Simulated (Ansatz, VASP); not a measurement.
# KCl: VASP beside Ansatz

```xyz
2
Lattice="0.0000 3.0384 3.0384 3.0384 0.0000 3.0384 3.0384 3.0384 0.0000" Properties=species:S:1:pos:R:3 pbc="T T T"
K     0.0000    0.0000    0.0000
Cl    3.0384    3.0384    3.0384
```

Alike in both runs: functional LDA; k mesh 6 × 6 × 6; occupations gaussian, width 0.02 eV; no spin polarisation.

Ansatz relaxed the structure, and its values are those at the end. VASP's run is a single point on that final structure, the one shown.

```csv
,VASP,Ansatz
version,VASP 6.6.1,Ansatz 0.2.0
potentials or method,"VASP PAW LDA potentials, release 64 (K_sv, Cl), cutoff 500 eV","scalar-relativistic, plane waves, PAW"
valence electrons in the cell,16,16
```

Ansatz gave:

```
gap on the k mesh at the Fermi level (eV) : 5.11
least direct gap on the mesh (eV)         : 5.11
pressure (GPa)                            : 0.0
```

Q: What did VASP give for the same quantities?

A: gap on the k mesh at the Fermi level (eV): 5.11; least direct gap on the mesh (eV): 5.11; pressure (GPa): 0.1.

LDA's correlation is that of Perdew and Zunger in VASP and of Perdew and Wang (1992) in Ansatz.
